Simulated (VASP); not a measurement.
Ce, 2 atoms in the cell. It takes space group P6_3/mmc (No. 194, hexagonal). The conventional cell has a = 3.127 Å, b = 3.127 Å, c = 5.657 Å, α = 90.00°, β = 90.00°, γ = 120.00°. Within 4.1 Å of Ce (site symmetry -6m2) lie 12 Ce at 3.13 to 3.36 Å. 

* Program: VASP 6.6.1
* Task: single point
* Functional: PBEsol
* Potentials or basis: VASP PAW PBE potentials, release 64 (Ce)
* Cutoff: 520 eV
* k mesh: 15 × 15 × 8
* Occupations: fermi-dirac, width 0.1 eV
* Spin: no spin polarisation
* Dipole correction: no
* Further INCAR settings: ALGO = Normal; EDIFF = 1e-06; NBANDS = 19

Potentials or basis: VASP PAW PBE potentials, release 64 (Ce).

Run with:

```console
$ cat potpaw_PBE.64/Ce/POTCAR > POTCAR
$ mpirun -np 1 vasp_std > vasp.out
```

Hardware: 1 thread of Intel(R) Xeon(R) Platinum 8375C CPU @ 2.90GHz (Ice Lake), on a shared host.

Q: How long does it take, and how much memory?

A: Wall time 2.2 min on 1 thread of Intel(R) Xeon(R) Platinum 8375C CPU @ 2.90GHz (Ice Lake) (shared host), peak memory 0.26 GiB. Counts: scf iterations 16, k points 135.
